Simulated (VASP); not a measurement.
# SiC (P6_3mc) in VASP: a series of runs

The runs below take SiC through relaxation of shape and atoms at fixed volume, single point, relaxation of cell and atoms, with PBE.

All numbers are computed with VASP 6.6.1; they aren't measurements. Logs are shortened: lines on timing, memory, paths and dates and some standing lists are left out, and cuts for length are marked.

## 1. The cell of the first run

Symmetry: P6_3mc, No. 186, hexagonal system. The conventional cell has a = 3.152 Å, b = 3.152 Å, c = 5.174 Å, α = 90.00°, β = 90.00°, γ = 120.00°. Within 2.6 Å of Si (site symmetry 3m) lie 4 C at 1.93 to 1.94 Å. Within 2.6 Å of C (site symmetry 3m) lie 4 Si at 1.93 to 1.94 Å.

## 2. Relaxation of shape and atoms at fixed volume, PBE (volume scaled by 1.06)

INCAR reads:

```
PREC     = Accurate       # precision mode
ENCUT    = 600            # plane-wave cutoff, eV
EDIFF    = 1E-6           # SCF threshold, eV
ISMEAR   = 0              # smearing method
SIGMA    = 0.02           # smearing width, eV
LREAL    = F              # projectors in reciprocal space
LASPH    = T              # aspherical terms in the spheres
NELM     = 100            # most SCF steps
ALGO     = Normal         # electronic algorithm
ISIF     = 4              # what is computed and relaxed
LWAVE    = F              # write WAVECAR
LCHARG   = F              # write CHGCAR
GGA      = PE             # functional
IBRION   = 2              # ionic algorithm
NSW      = 50             # ionic steps
EDIFFG   = -0.01          # ionic threshold
```

KPOINTS reads:

```
Automatic mesh
0
Gamma
  12 12 6
```

POSCAR reads:

```
SiC
1.0
    3.1524048200      0.0000000000      0.0000000000
   -1.5762024100      2.7300626571      0.0000000000
    0.0000000000      0.0000000000      5.1735369175
Si C
2 2
Direct
    0.3333333333      0.6666666667      0.0045635120
    0.6666666667      0.3333333333      0.5045635120
    0.3333333333      0.6666666667      0.3804364880
    0.6666666667      0.3333333333      0.8804364880
```

Potentials or basis: VASP PAW PBE potentials, release 64 (Si, C).

On the command line:

```
$ cat potpaw_PBE.64/Si/POTCAR potpaw_PBE.64/C/POTCAR > POTCAR
$ mpirun -np 1 vasp_std > vasp.out
```

OUTCAR:

```text
PREC = Accurate
   ENCUT = 600
   EDIFF = 1E-6
   ISMEAR = 0
   LREAL = F
   LASPH = T
   NELM = 100
   ISIF = 4
   GGA = PE
   IBRION = 2
   NSW = 50
   EDIFFG = -0.01

 ion  position               nearest neighbor table
   1  0.333  0.667  0.005-   4 1.93   4 1.93   4 1.93   3 1.94
   2  0.667  0.333  0.505-   3 1.93   3 1.93   3 1.93   4 1.94
   3  0.333  0.667  0.380-   2 1.93   2 1.93   2 1.93   1 1.94
   4  0.667  0.333  0.880-   1 1.93   1 1.93   1 1.93   2 1.94

  LATTYP: Found a hexagonal cell.
 ALAT       =     3.1524048200
 C/A-ratio  =     1.6411397688

  Lattice vectors:

 A1 = (   3.1524048200,   0.0000000000,   0.0000000000)
 A2 = (  -1.5762024100,   2.7300626571,   0.0000000000)
 A3 = (   0.0000000000,   0.0000000000,   5.1735369175)

Analysis of symmetry for initial positions (statically):
=====================================================================
 Subroutine PRICEL returns:
 Original cell was already a primitive cell.

 Routine SETGRP: Setting up the symmetry group for a
 hexagonal supercell.

 Subroutine GETGRP returns: Found 12 space group operations
 (whereof  6 operations were pure point group operations)
 out of a pool of 24 trial point group operations.

The static configuration has the point symmetry C_3v.
 The point group associated with its full space group is C_6v.

Analysis of symmetry for dynamics (positions and initial velocities):
=====================================================================
 Subroutine PRICEL returns:
 Original cell was already a primitive cell.

 Routine SETGRP: Setting up the symmetry group for a
 hexagonal supercell.

 Subroutine GETGRP returns: Found 12 space group operations
 (whereof  6 operations were pure point group operations)
 out of a pool of 24 trial point group operations.

The dynamic configuration has the point symmetry C_3v.
 The point group associated with its full space group is C_6v.

 Subroutine INISYM returns: Found 12 space group operations
 (whereof  6 operations are pure point group operations),
 and found     1 'primitive' translations

----------------------------------------------------------------------------------------

                                     Primitive cell

  volume of cell :      44.5248

[... 162 lines left out ...]

 POSITION                                       TOTAL-FORCE (eV/Angst)
 -----------------------------------------------------------------------------------
     -0.00000      1.82004      0.02361        -0.000000      0.000000     -0.007326
      1.57620      0.91002      2.61038         0.000000     -0.000000     -0.007326
     -0.00000      1.82004      1.96820        -0.000000      0.000000      0.007326
      1.57620      0.91002      4.55497         0.000000     -0.000000      0.007326
 -----------------------------------------------------------------------------------
    total drift:                               -0.000000      0.000000     -0.000037

  FREE ENERGIE OF THE ION-ELECTRON SYSTEM (eV)
  ---------------------------------------------------
  free  energy   TOTEN  =       -30.0217572594 eV

  energy  without entropy=      -30.0217572594  energy(sigma->0) =      -30.02175726

--------------------------------------- Ionic step        2  -------------------------------------------

 number of electron      16.0000000 magnetization

 Free energy of the ion-electron system (eV)
  ---------------------------------------------------
  ext. energy  EPLUGINS =         0.00000000
  ---------------------------------------------------
  free energy    TOTEN  =       -30.02176259 eV

  energy without entropy =      -30.02176259  energy(sigma->0) =      -30.02176259

 E-fermi :   7.5362     XC(G=0): -11.0316

 val. band max:        7.4416660545   @ k =   0.0000   0.0000   0.0000
 cond. band min:       9.8480176999   @ k =   0.3333   0.3333   0.0000
 fundamental gap:      2.4063516454
 Fermi energy:         7.5361630880

 k-point     1 :       0.0000    0.0000    0.0000
  band No.  band energies     occupation
      1      -7.5486      2.00000
      2      -4.2566      2.00000
      3      -0.8403      2.00000
      4       6.1670      2.00000
      5       6.1670      2.00000
      6       7.3386      2.00000
      7       7.4417      2.00000
      8       7.4417      2.00000
      9      11.6541      0.00000
     10      12.8497      0.00000
     11      13.6939      0.00000
     12      13.6939      0.00000
[... 331 lines left out ...]
 k-point    24 :       0.3333    0.0000    0.1667
  band No.  band energies     occupation
      1      -5.6920      2.00000
      2      -3.3262      2.00000
      3       0.3204      2.00000
      4       2.1038      2.00000
      5       2.7713      2.00000
      6       4.7248      2.00000
      7       5.9074      2.00000
      8       6.3642      2.00000
      9      10.6487      0.00000
     10      11.7717      0.00000
     11      13.7839      0.00000
     12      14.9170      0.00000

 [... further k-points ...]

------------------------ aborting loop because EDIFF is reached ----------------------------------------

  FORCE on cell =-STRESS in cart. coord.  units (eV):
  Direction    XX          YY          ZZ          XY          YZ          ZX
  --------------------------------------------------------------------------------------
  -------------------------------------------------------------------------------------
  Total       -3.0943094     -3.0943094     -3.1458476      0.0000000      0.0000000      0.0000000
  in kB     -111.3453723   -111.3453723   -113.1999188      0.0000000      0.0000000      0.0000000
  external PRESSURE =    -111.9635545 kB  Pullay stress =       0.0000000 kB

 VOLUME and BASIS-vectors are now :
 -----------------------------------------------------------------------------
  energy-cutoff  :      600.00
  volume of cell :       44.52
      direct lattice vectors                 reciprocal lattice vectors
     3.151508525 -0.000000000  0.000000000     0.317308360  0.183198067  0.000000000
    -1.575754262  2.729286443  0.000000000     0.000000000  0.366396134  0.000000000
     0.000000000  0.000000000  5.176480064     0.000000000  0.000000000  0.193181465

 POSITION                                       TOTAL-FORCE (eV/Angst)
 -----------------------------------------------------------------------------------
     -0.00000      1.81952      0.02327        -0.000000     -0.000000      0.008479
      1.57575      0.90976      2.61151         0.000000      0.000000      0.008479
     -0.00000      1.81952      1.96968        -0.000000     -0.000000     -0.008479
      1.57575      0.90976      4.55792         0.000000      0.000000     -0.008479
 -----------------------------------------------------------------------------------
    total drift:                               -0.000000      0.000000     -0.000891

  FREE ENERGIE OF THE ION-ELECTRON SYSTEM (eV)
  ---------------------------------------------------
  free  energy   TOTEN  =       -30.0217625852 eV

  energy  without entropy=      -30.0217625852  energy(sigma->0) =      -30.02176259

 reached required accuracy - stopping structural energy minimisation
```

CONTCAR:

```text
SiC
   1.00000000000000
     3.1515085247300947   -0.0000000000000000    0.0000000000000000
    -1.5757542623650473    2.7292864426294376    0.0000000000000000
     0.0000000000000000    0.0000000000000000    5.1764800642581088
  Si              C
     2     2
Direct
     0.3333333332999970    0.6666666667000030    0.0044952024164505
     0.6666666667000030    0.3333333332999970    0.5044952024164505
     0.3333333332999970    0.6666666667000030    0.3805047975835475
     0.6666666667000030    0.3333333332999970    0.8805047975835475

  0.00000000E+00  0.00000000E+00  0.00000000E+00
  0.00000000E+00  0.00000000E+00  0.00000000E+00
  0.00000000E+00  0.00000000E+00  0.00000000E+00
  0.00000000E+00  0.00000000E+00  0.00000000E+00
```

Run time: 38 s. Hardware: 1 thread of Intel Xeon Platinum 8488C (Sapphire Rapids), shared host; peak memory 0.2 GiB.

Results:

- Free energy: -30.0218 eV
- Energy gained by relaxing: 0.0 meV/atom
- Ionic steps: 2
- Pressure after relaxing: -11.2 GPa
- Largest force after relaxing: 0.008 eV/Å
- Band gap on the k mesh: 2.41 eV, indirect (least direct gap 3.84 eV)

Forces in eV/Å, atoms in the order of the input:
```
Si   0.000  0.000  0.008
Si   0.000  0.000  0.008
C    0.000  0.000 -0.008
C    0.000  0.000 -0.008
```

Final structure:
```
Si C
1.0
     3.15151    0.00000    0.00000
    -1.57575    2.72929    0.00000
     0.00000    0.00000    5.17648
Si C
2 2
Direct
  0.33333 0.66667 0.00450
  0.66667 0.33333 0.50450
  0.33333 0.66667 0.38050
  0.66667 0.33333 0.88050
```

Caveat: the cell differs from its parent crystal (volume scaled by 1.06).

## 3. Single point, PBE

This run uses another cell than the first one, of 10.50 Å³/atom, 0.943 times its volume.

INCAR reads:

```
SYSTEM = SiC
  PREC = Accurate
  ENCUT = 520
  EDIFF = 1E-7
  ISMEAR = 0
  SIGMA = 0.1
  LREAL = .False.
  LASPH = .True.
  NELM = 80
  ALGO = Normal
  ISIF = 2
  LWAVE = .False.
  LCHARG = .False.
  GGA = PE
  NBANDS = 16
```

KPOINTS reads:

```
regular mesh
0
Gamma
  6 6 4
  0 0 0
```

POSCAR reads:

```
SiC
1.0
    3.0917665546      0.0000000000      0.0000000000
   -1.5458832773      2.6775483789      0.0000000000
    0.0000000000      0.0000000000      5.0740210508
Si C
2 2
Direct
    0.3333333333      0.6666666667      0.0045635118
    0.6666666667      0.3333333333      0.5045635118
    0.3333333333      0.6666666667      0.3804364882
    0.6666666667      0.3333333333      0.8804364882
```

Potentials or basis: VASP PAW PBE potentials, release 64 (Si, C).

On the command line:

```
$ cat potpaw_PBE.64/Si/POTCAR potpaw_PBE.64/C/POTCAR > POTCAR
$ mpirun -np 1 vasp_std > vasp.out
```

It took 11 s on 1 thread of Intel Xeon Platinum 8259CL at 2.50GHz (Skylake/Cascade Lake), shared host; peak memory 0.15 GiB.

It converged, with:

| Property | Result |
| --- | --- |
| Free energy | -30.0998 eV |
| Pressure | 0.0 GPa |
| Largest force | 0.004 eV/Å |
| Band gap on the k mesh | 2.30 eV, indirect (least direct gap 3.94 eV) |

Forces on the atoms (eV/Å):
```
Si   0.000  0.000 -0.004
Si   0.000  0.000 -0.004
C    0.000  0.000  0.004
C    0.000  0.000  0.004
```

Stress tensor (GPa, compression positive):
```
 0.05  0.00  0.00
 0.00  0.05  0.00
 0.00  0.00 -0.12
```

Levels at points of the mesh, in eV from the valence-band top:
```tsv
k point	band 5	band 6	band 7	band 8	band 9	band 10	band 11	band 12
(0.00, 0.00, 0.00)	-1.31	-0.11	0.00	0.00	4.67	6.05	6.57	6.57
(0.50, 0.00, 0.00)	-5.38	-3.29	-3.24	-1.19	2.75	4.21	6.76	7.07
(0.00, 0.00, 0.50)	-0.71	-0.71	-0.71	-0.71	5.76	5.76	7.26	7.26
(0.50, 0.00, 0.50)	-2.42	-2.42	-2.31	-2.31	3.25	3.25	5.19	5.19
```

A k mesh can miss the band edges. PBE gaps usually lie below the measured ones, often by a third to a half.

## 4. Relaxation of cell and atoms, PBE

This run uses another cell than the first one, of 10.34 Å³/atom, 0.929 times its volume.

INCAR reads:

```
SYSTEM = SiC
PREC = Accurate ; ENCUT = 600
EDIFF = 1E-7 ; ISMEAR = 0
SIGMA = 0.1 ; LREAL = .FALSE.
LASPH = .TRUE. ; NELM = 80
ALGO = Normal ; ISIF = 3
LWAVE = .FALSE. ; LCHARG = .FALSE.
GGA = PE ; IBRION = 2
NSW = 100 ; EDIFFG = -0.05
```

KPOINTS reads:

```
Automatic mesh
0
G
  6 6 4
  0 0 0
```

POSCAR reads:

```
SiC
1.0
    3.0760000000      0.0000000000      0.0000000000
   -1.5380000000      2.6638941420      0.0000000000
    0.0000000000      0.0000000000      5.0480000000
Si C
2 2
Direct
    0.3333333333      0.6666666667      0.0000000000
    0.6666666667      0.3333333333      0.5000000000
    0.3333333333      0.6666666667      0.3850000000
    0.6666666667      0.3333333333      0.8850000000
```

On the command line:

```
$ cat potpaw_PBE.64/Si/POTCAR potpaw_PBE.64/C/POTCAR > POTCAR
$ mpirun -np 1 vasp_std > vasp.out
```

Run time: 38 s. Hardware: 1 thread of Intel Xeon Platinum 8259CL at 2.50GHz (Skylake/Cascade Lake), shared host; peak memory 0.17 GiB.

Results (log left out):

| Item | Value |
| --- | --- |
| Free energy | -30.1019 eV |
| Relaxed volume | 10.49 Å³/atom |
| Relaxed cell | a = 3.090 Å, b = 3.090 Å, c = 5.074 Å, α = 90.00°, β = 90.00°, γ = 120.00° |
| Space group after relaxing (to 0.05 Å) | P6_3mc (No. 186) |
| Energy gained by relaxing | 10.4 meV/atom |
| Ionic steps | 4 |
| Pressure after relaxing | 0.1 GPa |
| Largest force after relaxing | 0.025 eV/Å |
| Band gap on the k mesh | 2.29 eV, indirect (least direct gap 3.94 eV) |

Forces in eV/Å, atoms in the order of the input:
```
Si   0.000  0.000 -0.025
Si   0.000  0.000 -0.025
C    0.000  0.000  0.025
C    0.000  0.000  0.025
```

Stress tensor (GPa, compression positive):
```
 0.13  0.00  0.00
 0.00  0.13  0.00
 0.00  0.00 -0.09
```

The path:
```
step  energy change (eV)  largest force (eV/Å)  pressure (GPa)  volume (Å³)
   1              0.0000                0.7450            3.50        41.36
   2             -0.0027                0.6235           -3.41        42.73
   3             -0.0386                0.0837           -0.43        42.06
   4             -0.0415                0.0247            0.06        41.97
```

Final structure:
```xyz
4
Lattice="3.0904 0.0000 0.0000 -1.5452 2.6764 0.0000 0.0000 0.0000 5.0736" Properties=species:S:1:pos:R:3 pbc="T T T"
Si    0.0000    1.7843    0.0238
Si    1.5452    0.8921    2.5607
C     0.0000    1.7843    1.9295
C     1.5452    0.8921    4.4663
```

Levels at points of the mesh, in eV from the valence-band top:
| k point | band 6 | band 7 | band 8 | band 9 | band 10 | band 11 |
| --- | --- | --- | --- | --- | --- | --- |
| (0.00, 0.00, 0.00) | -0.12 | 0.00 | 0.00 | 4.68 | 6.05 | 6.58 |
| (0.50, 0.00, 0.00) | -3.29 | -3.25 | -1.19 | 2.75 | 4.20 | 6.76 |
| (0.00, 0.00, 0.50) | -0.71 | -0.71 | -0.71 | 5.77 | 5.77 | 7.27 |
| (0.50, 0.00, 0.50) | -2.43 | -2.32 | -2.32 | 3.25 | 3.25 | 5.19 |

Caveat: the relaxation stopped at a loose force limit of 0.05 eV/Å, so its end isn't a converged minimum. A k mesh can miss the band edges.

## 5. The runs side by side

```tsv
task	cell	k mesh	cutoff (eV)	smearing	gap on the mesh (eV)	pressure (GPa)	largest force (eV/Å)
relaxation of shape and atoms at fixed volume	relaxed from a = 3.152, b = 3.152, c = 5.174 Å, angles 90.0, 90.0, 120.0°, 4 atoms	12 × 12 × 6	600	gaussian 0.02 eV	2.41	-11.2	0.01
single point	a = 3.092, b = 3.092, c = 5.074 Å, angles 90.0, 90.0, 120.0°, 4 atoms	6 × 6 × 4	520	gaussian 0.1 eV	2.30	0.0	-
relaxation of cell and atoms	relaxed from a = 3.076, b = 3.076, c = 5.048 Å, angles 90.0, 90.0, 120.0°, 4 atoms	6 × 6 × 4	600	gaussian 0.1 eV	2.29	0.1	0.02
```

Alike in all rows: level PBE; potentials or basis VASP PAW PBE potentials, release 64 (Si, C); no spin polarisation.

Caveats: the relaxation stopped at a loose force limit of 0.05 eV/Å, so its end isn't a converged minimum (some runs).

Total energies depend on the potentials used, so only differences within one code and one set of settings carry meaning.
